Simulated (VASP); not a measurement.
# TlCl (CsCl type) in VASP: settings compared

The runs below take TlCl (CsCl type) through single point, with r2SCAN, PBE.

Everything below comes from runs of VASP 6.6.1. Logs are shortened: lines on timing, memory, paths and dates and some standing lists are left out, and cuts for length are marked.

## (1) The cell of the first run

Symmetry: Pm-3m, No. 221, cubic system. Conventional cell: a = 3.900 Å, b = 3.900 Å, c = 3.900 Å, α = 90.00°, β = 90.00°, γ = 90.00°. Tl (site symmetry m-3m) has 8 Cl at 3.38 Å and 6 Tl at 3.90 Å within 4.4 Å. Cl (site symmetry m-3m) has 8 Tl at 3.38 Å and 6 Cl at 3.90 Å within 4.4 Å.

## (2) Single point, r2SCAN

POSCAR

```
TlCl
1.0
    3.9000000000      0.0000000000      0.0000000000
    0.0000000000      3.9000000000      0.0000000000
    0.0000000000      0.0000000000      3.9000000000
Tl Cl
1 1
Direct
    0.0000000000      0.0000000000      0.0000000000
    0.5000000000      0.5000000000      0.5000000000
```

INCAR.step1

```
SYSTEM = TlCl
  ALGO = Normal
  EDIFF = 1E-5
  ENCUT = 550
  GGA = PE
  GGA_COMPAT = .False.
  ISMEAR = -1
  LASPH = .True.
  LCHARG = .False.
  LREAL = .False.
  LWAVE = .True.
  NBANDS = 17
  NELM = 120
  PREC = Accurate
  SIGMA = 0.02
```

INCAR.step2

```
SYSTEM = TlCl
  ALGO = Normal
  EDIFF = 1E-6
  ENCUT = 550
  GGA_COMPAT = .False.
  ISIF = 2
  ISMEAR = -1
  ISTART = 1
  LASPH = .True.
  LCHARG = .False.
  LMIXTAU = .True.
  LREAL = .False.
  LWAVE = .False.
  METAGGA = R2SCAN
  NBANDS = 17
  NELM = 120
  PREC = Accurate
  SIGMA = 0.02
```

KPOINTS

```
k-points
0
Gamma
  6 6 6
  0 0 0
```

Potentials or basis: VASP PAW PBE potentials, release 64 (Tl_d, Cl).

Command:

```bash
$ cat potpaw_PBE.64/Tl_d/POTCAR potpaw_PBE.64/Cl/POTCAR > POTCAR
$ cp INCAR.step1 INCAR
$ mpirun -np 1 vasp_std > vasp.out
$ cp INCAR.step2 INCAR
$ mpirun -np 1 vasp_std > vasp.out
```

OUTCAR:

```text
SYSTEM = TlCl
   EDIFF = 1E-6
   ENCUT = 550
   ISIF = 2
   ISMEAR = -1
   ISTART = 1
   LASPH = .True.
   LREAL = .False.
   METAGGA = R2SCAN
   NELM = 120
   PREC = Accurate

 ion  position               nearest neighbor table
   1  0.000  0.000  0.000-   2 3.38   2 3.38   2 3.38   2 3.38   2 3.38   2 3.38   2 3.38   2 3.38

   2  0.500  0.500  0.500-   1 3.38   1 3.38   1 3.38   1 3.38   1 3.38   1 3.38   1 3.38   1 3.38

  LATTYP: Found a simple cubic cell.
 ALAT       =     3.9000000000

  Lattice vectors:

 A1 = (   3.9000000000,   0.0000000000,   0.0000000000)
 A2 = (   0.0000000000,   3.9000000000,   0.0000000000)
 A3 = (   0.0000000000,   0.0000000000,   3.9000000000)

Analysis of symmetry for initial positions (statically):
=====================================================================
 Subroutine PRICEL returns:
 Original cell was already a primitive cell.

 Routine SETGRP: Setting up the symmetry group for a
 simple cubic supercell.

 Subroutine GETGRP returns: Found 48 space group operations
 (whereof 48 operations were pure point group operations)
 out of a pool of 48 trial point group operations.

The static configuration has the point symmetry O_h .

Analysis of symmetry for dynamics (positions and initial velocities):
=====================================================================
 Subroutine PRICEL returns:
 Original cell was already a primitive cell.

 Routine SETGRP: Setting up the symmetry group for a
 simple cubic supercell.

 Subroutine GETGRP returns: Found 48 space group operations
 (whereof 48 operations were pure point group operations)
 out of a pool of 48 trial point group operations.

The dynamic configuration has the point symmetry O_h .

 Subroutine INISYM returns: Found 48 space group operations
 (whereof 48 operations are pure point group operations),
 and found     1 'primitive' translations

----------------------------------------------------------------------------------------

                                     Primitive cell

  volume of cell :      59.3190

  direct lattice vectors                    reciprocal lattice vectors
     3.900000000  0.000000000  0.000000000     0.256410256  0.000000000  0.000000000
     0.000000000  3.900000000  0.000000000     0.000000000  0.256410256  0.000000000
     0.000000000  0.000000000  3.900000000     0.000000000  0.000000000  0.256410256

  length of vectors
     3.900000000  3.900000000  3.900000000     0.256410256  0.256410256  0.256410256

  position of ions in fractional coordinates (direct lattice)
     0.000000000  0.000000000  0.000000000
     0.500000000  0.500000000  0.500000000

  ion indices of the primitive-cell ions
   primitive index   ion index
                 1           1
                 2           2

----------------------------------------------------------------------------------------

 KPOINTS: k-points

Automatic generation of k-mesh.
 Grid dimensions read from file:
 generate k-points for:    6    6    6

 Generating k-lattice:

  Cartesian coordinates                     Fractional coordinates (reciprocal lattice)
     0.042735043  0.000000000  0.000000000     0.166666667  0.000000000  0.000000000
     0.000000000  0.042735043  0.000000000     0.000000000  0.166666667  0.000000000
     0.000000000  0.000000000  0.042735043     0.000000000  0.000000000  0.166666667

  Length of vectors
     0.042735043  0.042735043  0.042735043

  Shift w.r.t. Gamma in fractional coordinates (k-lattice)
     0.000000000  0.000000000  0.000000000

 Subroutine IBZKPT returns following result:
 ===========================================

 Found     20 irreducible k-points:

 Following reciprocal coordinates:
            Coordinates               Weight
  0.000000  0.000000  0.000000      1.000000
  0.166667  0.000000  0.000000      6.000000
  0.333333  0.000000  0.000000      6.000000
  0.500000  0.000000  0.000000      3.000000
  0.166667  0.166667  0.000000     12.000000
  0.333333  0.166667  0.000000     24.000000
[... 12 lines left out ...]
  0.500000  0.500000  0.333333      6.000000
  0.500000  0.500000  0.500000      1.000000
   k-points           NKPTS =     20   k-points in BZ     NKDIM =     20   number of bands    NBANDS=     17
   number of dos      NEDOS =    301   number of ions     NIONS =      2
   total plane-waves  NPLWV =  27000
   dimension x,y,z NGX =    30 NGY =   30 NGZ =   30
   dimension x,y,z NGXF=    60 NGYF=   60 NGZF=   60
   ions per type =               1   1
   NGX,Y,Z   is equivalent  to a cutoff of  12.79, 12.79, 12.79 a.u.
   NGXF,Y,Z  is equivalent  to a cutoff of  25.58, 25.58, 25.58 a.u.
 SYSTEM =  TlCl
   PREC   = accura    normal or accurate (medium, high low for compatibility)
   ISTART =      1    job   : 0-new  1-cont  2-samecut
   ICHARG =      0    charge: 1-file 2-atom 10-const
   ISPIN  =      1    spin polarized calculation?
   LNONCOLLINEAR =      F non collinear calculations
   LSORBIT =      F    spin-orbit coupling
   LASPH  =      T    aspherical Exc in radial PAW
   ENCUT  =  550.0 eV  40.42 Ry    6.36 a.u.   7.46  7.46  7.46*2*pi/ulx,y,z
   NELM   =    120;   NELMIN=  2; NELMDL=  0     # of ELM steps
   EDIFF  = 0.1E-05   stopping-criterion for ELM
   LREAL  =      F    real-space projection
   EDIFFG = 0.1E-04   stopping-criterion for IOM
   NSW    =      0    number of steps for IOM
   IBRION =     -1    ionic relax: 0-MD 1-quasi-New 2-CG
   NFREE  =      0    steps in history (QN), initial steepest desc. (CG)
   ISIF   =      2    stress and relaxation
   ISYM   =      2    0-nonsym 1-usesym 2-fastsym
   POTIM  = 0.5000    time-step for ionic-motion
   TEBEG  =    0.0;   TEEND  =   0.0 temperature during run
   PSTRESS=    0.0 pullay stress
   NELECT =      20.0000    total number of electrons
   NUPDOWN=      -1.0000    fix difference up-down
   EMIN   =  10.00;   EMAX   =-10.00  energy-range for DOS
   EFERMI =   0.00;   METHOD = LEGACY
   ISMEAR =    -1;   SIGMA  =   0.02  broadening in eV -4-tet -1-fermi 0-gaus
   EFERMI_NEDOS =   21; number of points for ismear=-14 and -15
   IALGO  =     38    algorithm
   IMIX   =      4    mixing-type and parameters
     AMIX     =   0.40;   BMIX     =  1.00
     AMIX_MAG =   1.60;   BMIX_MAG =  1.00
  volume/ion in A,a.u.               =      29.66       200.15
  Fermi-wavevector in a.u.,A,eV,Ry     =   1.139428  2.153207 17.664392  1.298296
  Thomas-Fermi vector in A             =   2.276131
   LORBIT       =      0    0 simple, 1 ext, 2 COOP (PROOUT), +10 PAW based schemes
   METAGGA = R2SCAN    functional components
   LHFCALC =     F    Hartree Fock is set to
   AEXX    =    0.0000 exact exchange contribution
   IVDW    =     0    specifies the selected vdW correction
   LEPSILON=     F    determine dielectric tensor
   LRPA    =     F    only Hartree local field effects (RPA)
 non-spin polarized calculation
  energy-cutoff  :      550.00
  volume of cell :       59.32
 maximum number of plane-waves:      1755
 NGX is ok and might be reduce to    30
   NGX = 15   NGY = 15   NGZ = 15

 number of electron      19.9999993 magnetization

 Free energy of the ion-electron system (eV)
  ---------------------------------------------------
  ext. energy  EPLUGINS =         0.00000000
  ---------------------------------------------------
  free energy    TOTEN  =       -61.53893277 eV

  energy without entropy =      -61.53893277  energy(sigma->0) =      -61.53893277

 E-fermi :   2.2527     XC(G=0):  -9.3691

 val. band max:        1.8506990199   @ k =   0.5000   0.0000   0.0000
 cond. band min:       4.4759258422   @ k =   0.5000   0.0000   0.0000
 fundamental gap:      2.6252268223
 Fermi energy:         2.2526837872

 k-point     1 :       0.0000    0.0000    0.0000
  band No.  band energies     occupation
      1     -12.2420      2.00000
      2      -8.3210      2.00000
      3      -8.3210      2.00000
      4      -8.1035      2.00000
      5      -8.1035      2.00000
      6      -8.1035      2.00000
[... 9 lines left out ...]
     16      14.6103      0.00000
     17      16.7664      0.00000

 k-point     2 :       0.1667    0.0000    0.0000
  band No.  band energies     occupation
      1     -12.1914      2.00000
      2      -8.3182      2.00000
      3      -8.2823      2.00000
      4      -8.1204      2.00000
      5      -8.1204      2.00000
      6      -8.1020      2.00000
[... 9 lines left out ...]
     16      15.9362      0.00000
     17      16.5472      0.00000

 k-point     3 :       0.3333    0.0000    0.0000
  band No.  band energies     occupation
      1     -12.0861      2.00000
      2      -8.3125      2.00000
      3      -8.2071      2.00000
      4      -8.1536      2.00000
      5      -8.1536      2.00000
      6      -8.0990      2.00000
[... 9 lines left out ...]
     16      14.7851      0.00000
     17      16.7843      0.00000

 k-point     4 :       0.5000    0.0000    0.0000
  band No.  band energies     occupation
      1     -12.0312      2.00000
      2      -8.3097      2.00000
      3      -8.1711      2.00000
      4      -8.1700      2.00000
      5      -8.1700      2.00000
      6      -8.0974      2.00000
[... 9 lines left out ...]
     16      16.1889      0.00000
     17      16.7904      0.00000
[... 263 lines left out ...]
      1     -11.8495      2.00000
      2      -8.2302      2.00000
      3      -8.2054      2.00000
      4      -8.1764      2.00000
      5      -8.1195      2.00000
      6      -8.0764      2.00000
[... 9 lines left out ...]
     16      14.6603      0.00000
     17      19.1207      0.00000

 k-point    19 :       0.5000    0.5000    0.3333
  band No.  band energies     occupation
      1     -11.8115      2.00000
      2      -8.2269      2.00000
      3      -8.2269      2.00000
      4      -8.2180      2.00000
      5      -8.0973      2.00000
      6      -8.0517      2.00000
[... 9 lines left out ...]
     16      14.9619      0.00000
     17      19.4749      0.00000

 k-point    20 :       0.5000    0.5000    0.5000
  band No.  band energies     occupation
      1     -11.7683      2.00000
      2      -8.2510      2.00000
      3      -8.2510      2.00000
      4      -8.2510      2.00000
      5      -8.0509      2.00000
      6      -8.0509      2.00000
[... 9 lines left out ...]
     16      15.2913      0.00000
     17      19.5366      0.00000

------------------------ aborting loop because EDIFF is reached ----------------------------------------

  FORCE on cell =-STRESS in cart. coord.  units (eV):
  Direction    XX          YY          ZZ          XY          YZ          ZX
  --------------------------------------------------------------------------------------
  -------------------------------------------------------------------------------------
  Total       -0.4596322     -0.4596322     -0.4596322      0.0000000      0.0000000      0.0000000
  in kB      -12.4144428    -12.4144428    -12.4144428      0.0000000      0.0000000      0.0000000
  external PRESSURE =     -12.4144428 kB  Pullay stress =       0.0000000 kB

 VOLUME and BASIS-vectors are now :
 -----------------------------------------------------------------------------
  energy-cutoff  :      550.00
  volume of cell :       59.32
      direct lattice vectors                 reciprocal lattice vectors
     3.900000000  0.000000000  0.000000000     0.256410256  0.000000000  0.000000000
     0.000000000  3.900000000  0.000000000     0.000000000  0.256410256  0.000000000
     0.000000000  0.000000000  3.900000000     0.000000000  0.000000000  0.256410256

 POSITION                                       TOTAL-FORCE (eV/Angst)
 -----------------------------------------------------------------------------------
      0.00000      0.00000      0.00000         0.000000      0.000000      0.000000
      1.95000      1.95000      1.95000         0.000000      0.000000      0.000000
 -----------------------------------------------------------------------------------
    total drift:                               -0.000000     -0.000000     -0.000000

  FREE ENERGIE OF THE ION-ELECTRON SYSTEM (eV)
  ---------------------------------------------------
  free  energy   TOTEN  =       -61.5389327743 eV

  energy  without entropy=      -61.5389327743  energy(sigma->0) =      -61.53893277
```

Run time: 78 s. Hardware: 1 thread of Oxide Virtual Turin-like, shared host; peak memory 0.14 GiB.

Results:

```yaml
Free_energy: -61.5389 eV
Pressure: -1.2 GPa
Band_gap_on_the_k_mesh: 2.63 eV
```

Levels at points of the mesh, in eV from the valence-band top:
| k point | band 6 | band 7 | band 8 | band 9 | band 10 | band 11 | band 12 | band 13 | band 14 | band 15 |
| --- | --- | --- | --- | --- | --- | --- | --- | --- | --- | --- |
| (0.00, 0.00, 0.00) | -9.95 | -4.38 | -1.36 | -1.36 | -1.36 | 8.15 | 8.15 | 8.15 | 8.49 | 8.49 |
| (0.50, 0.00, 0.00) | -9.95 | -5.19 | -0.98 | -0.98 | 0.00 | 2.63 | 7.04 | 7.04 | 9.53 | 12.06 |
| (0.50, 0.50, 0.00) | -9.90 | -3.25 | -2.70 | -2.70 | -0.93 | 5.25 | 5.25 | 8.76 | 9.08 | 12.00 |
| (0.50, 0.50, 0.50) | -9.90 | -2.17 | -1.86 | -1.86 | -1.86 | 3.10 | 3.10 | 3.10 | 13.44 | 13.44 |

Caveat: the PAW data sets were made with another functional, which shifts forces and pressure a little; spin-orbit coupling is left out, which moves the levels of the heavy elements.

## (3) Single point, r2SCAN

POSCAR is that of step 2.

INCAR.step1

```
PREC = Accurate
ENCUT = 550
ISMEAR = -1
SIGMA = 0.02
LREAL = F
LASPH = T
NELM = 120
NBANDS = 17
GGA = PE
ALGO = Normal
EDIFF = 1E-5
LWAVE = T
LCHARG = F
GGA_COMPAT = F
```

INCAR.step2

```
PREC = Accurate
ENCUT = 550
EDIFF = 1E-6
ISMEAR = -1
SIGMA = 0.02
LREAL = F
LASPH = T
NELM = 120
ALGO = Normal
ISIF = 2
LWAVE = F
LCHARG = F
METAGGA = R2SCAN
LMIXTAU = T
NBANDS = 17
ISTART = 1
GGA_COMPAT = F
```

KPOINTS

```
Automatic mesh
0
Gamma
  6 6 6
```

Potentials or basis: VASP PAW PBE potentials, release 64 (Tl_d, Cl).

Command:

```bash
$ cat potpaw_PBE.64/Tl_d/POTCAR potpaw_PBE.64/Cl/POTCAR > POTCAR
$ cp INCAR.step1 INCAR
$ mpirun -np 1 vasp_std > vasp.out
$ cp INCAR.step2 INCAR
$ mpirun -np 1 vasp_std > vasp.out
```

OUTCAR:

```text
PREC = Accurate
   ENCUT = 550
   EDIFF = 1E-6
   ISMEAR = -1
   LREAL = F
   LASPH = T
   NELM = 120
   ISIF = 2
   METAGGA = R2SCAN
   ISTART = 1

 ion  position               nearest neighbor table
   1  0.000  0.000  0.000-   2 3.38   2 3.38   2 3.38   2 3.38   2 3.38   2 3.38   2 3.38   2 3.38

   2  0.500  0.500  0.500-   1 3.38   1 3.38   1 3.38   1 3.38   1 3.38   1 3.38   1 3.38   1 3.38

  LATTYP: Found a simple cubic cell.
 ALAT       =     3.9000000000

  Lattice vectors:

 A1 = (   3.9000000000,   0.0000000000,   0.0000000000)
 A2 = (   0.0000000000,   3.9000000000,   0.0000000000)
 A3 = (   0.0000000000,   0.0000000000,   3.9000000000)

Analysis of symmetry for initial positions (statically):
=====================================================================
 Subroutine PRICEL returns:
 Original cell was already a primitive cell.

 Routine SETGRP: Setting up the symmetry group for a
 simple cubic supercell.

 Subroutine GETGRP returns: Found 48 space group operations
 (whereof 48 operations were pure point group operations)
 out of a pool of 48 trial point group operations.

The static configuration has the point symmetry O_h .
[... 153 lines left out ...]

  energy without entropy =      -61.53893277  energy(sigma->0) =      -61.53893277

 E-fermi :   2.2527     XC(G=0):  -9.3691

 val. band max:        1.8506990199   @ k =   0.5000   0.0000   0.0000
 cond. band min:       4.4759258422   @ k =   0.5000   0.0000   0.0000
 fundamental gap:      2.6252268223
 Fermi energy:         2.2526837872

 k-point     1 :       0.0000    0.0000    0.0000
  band No.  band energies     occupation
      1     -12.2420      2.00000
      2      -8.3210      2.00000
      3      -8.3210      2.00000
      4      -8.1035      2.00000
      5      -8.1035      2.00000
      6      -8.1035      2.00000
[... 377 lines left out ...]
      4      -8.2510      2.00000
      5      -8.0509      2.00000
      6      -8.0509      2.00000
[... 9 lines left out ...]
     16      15.2913      0.00000
     17      19.5366      0.00000

------------------------ aborting loop because EDIFF is reached ----------------------------------------

  FORCE on cell =-STRESS in cart. coord.  units (eV):
  Direction    XX          YY          ZZ          XY          YZ          ZX
  --------------------------------------------------------------------------------------
  -------------------------------------------------------------------------------------
  Total       -0.4596322     -0.4596322     -0.4596322      0.0000000      0.0000000      0.0000000
  in kB      -12.4144428    -12.4144428    -12.4144428      0.0000000      0.0000000      0.0000000
  external PRESSURE =     -12.4144428 kB  Pullay stress =       0.0000000 kB

 VOLUME and BASIS-vectors are now :
 -----------------------------------------------------------------------------
  energy-cutoff  :      550.00
  volume of cell :       59.32
      direct lattice vectors                 reciprocal lattice vectors
     3.900000000  0.000000000  0.000000000     0.256410256  0.000000000  0.000000000
     0.000000000  3.900000000  0.000000000     0.000000000  0.256410256  0.000000000
     0.000000000  0.000000000  3.900000000     0.000000000  0.000000000  0.256410256

 POSITION                                       TOTAL-FORCE (eV/Angst)
 -----------------------------------------------------------------------------------
      0.00000      0.00000      0.00000         0.000000      0.000000      0.000000
      1.95000      1.95000      1.95000         0.000000      0.000000      0.000000
 -----------------------------------------------------------------------------------
    total drift:                               -0.000000     -0.000000     -0.000000

  FREE ENERGIE OF THE ION-ELECTRON SYSTEM (eV)
  ---------------------------------------------------
  free  energy   TOTEN  =       -61.5389327743 eV

  energy  without entropy=      -61.5389327743  energy(sigma->0) =      -61.53893277
```

Run time: 2.4 min. Hardware: 1 thread of Oxide Virtual Turin-like, shared host; peak memory 0.14 GiB.

What came out:

```
Free energy            : -61.5389 eV
Pressure               : -1.2 GPa
Band gap on the k mesh : 2.63 eV
```

Caveat: the PAW data sets were made with another functional, which shifts forces and pressure a little; spin-orbit coupling is left out, which moves the levels of the heavy elements.

## (4) Single point, PBE

INCAR

```
PREC = Accurate ; ENCUT = 500
EDIFF = 1E-6 ; ISMEAR = -1
SIGMA = 0.1 ; LREAL = False
LASPH = True ; NELM = 120
ALGO = Normal ; ISIF = 2
LWAVE = False ; LCHARG = True
GGA = PE ; LELF = True
LVHAR = True ; NBANDS = 17
GGA_COMPAT = False
```

KPOINTS

```
regular mesh
0
Gamma
  8 8 8
```

POSCAR: that of step 3 with these lines changed.

```diff
@@ -8,3 +8,3 @@
 Direct
-    0.0000000000      0.0000000000      0.0000000000
+    0.0051282051      0.0000000000      0.0000000000
     0.5000000000      0.5000000000      0.5000000000
```

Command:

```bash
$ cat potpaw_PBE.64/Tl_d/POTCAR potpaw_PBE.64/Cl/POTCAR > POTCAR
$ mpirun -np 1 vasp_std > vasp.out
```

Run time: 86 s. Hardware: 1 thread of Oxide Virtual Turin-like, shared host; peak memory 0.17 GiB.

Results (log left out):

| Quantity | Value |
| --- | --- |
| Free energy | -6.0157 eV |
| Pressure | -0.1 GPa |
| Band gap on the k mesh | 2.20 eV |

Levels at points of the mesh, in eV from the valence-band top:
| k point | band 7 | band 8 | band 9 | band 10 | band 11 | band 12 | band 13 | band 14 |
| --- | --- | --- | --- | --- | --- | --- | --- | --- |
| (0.00, 0.00, 0.00) | -4.44 | -1.30 | -1.30 | -1.29 | 7.61 | 7.63 | 7.63 | 7.96 |
| (0.50, 0.00, 0.00) | -5.14 | -0.91 | -0.91 | 0.00 | 2.20 | 6.56 | 6.56 | 8.98 |
| (0.00, 0.50, 0.00) | -5.15 | -0.91 | -0.91 | 0.00 | 2.21 | 6.56 | 6.56 | 8.98 |
| (0.50, 0.50, 0.00) | -3.29 | -2.64 | -2.64 | -0.86 | 4.84 | 4.85 | 8.25 | 8.45 |
| (0.00, 0.50, 0.50) | -3.29 | -2.64 | -2.64 | -0.86 | 4.85 | 4.85 | 8.25 | 8.45 |
| (0.50, 0.50, 0.50) | -2.22 | -1.77 | -1.77 | -1.77 | 2.73 | 2.73 | 2.73 | 12.58 |

Caveat: spin-orbit coupling is left out, which moves the levels of the heavy elements.

[end of part 1 of 2]
